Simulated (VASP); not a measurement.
A run of VASP 6.6.1 is set up as follows.

Contents of INCAR:

```
SYSTEM = BN
PREC = Accurate
ENCUT = 520
EDIFF = 1E-6
ISMEAR = 0
SIGMA = 0.01
LREAL = .False.
LASPH = .True.
NELM = 100
ALGO = Normal
ISIF = 2
LWAVE = .False.
LCHARG = .False.
GGA = PE
NBANDS = 16
```

Contents of KPOINTS:

```
regular mesh
0
Gamma
  9 9 6
  0 0 0
```

File POSCAR:

```
BN
1.0
    2.4913353474      0.0000000000      0.0000000000
   -1.2456676737      2.1575597002      0.0000000000
    0.0000000000      0.0000000000      4.0010591824
B N
2 2
Direct
    0.0000000000      0.0000000000      0.0000000000
    0.0000000000      0.0000000000      0.5000000000
    0.3333333333      0.6666666667      0.2500000000
    0.6666666667      0.3333333333      0.7500000000
```

Potentials or basis: VASP PAW PBE potentials, release 64 (B, N).

The run is started by

```sh
$ cat potpaw_PBE.64/B/POTCAR potpaw_PBE.64/N/POTCAR > POTCAR
$ mpirun -np 1 vasp_std > vasp.out
```

Q: What does it give for the band gap on the k mesh?

A: 1.61 eV, indirect (least direct gap 5.20 eV).

Q: Predict the pressure.

A: 4.5 GPa.

Stress tensor (GPa, compression positive):
```
3.79 0.00 0.00
0.00 3.79 0.00
0.00 0.00 5.93
```

A k mesh can miss the band edges.
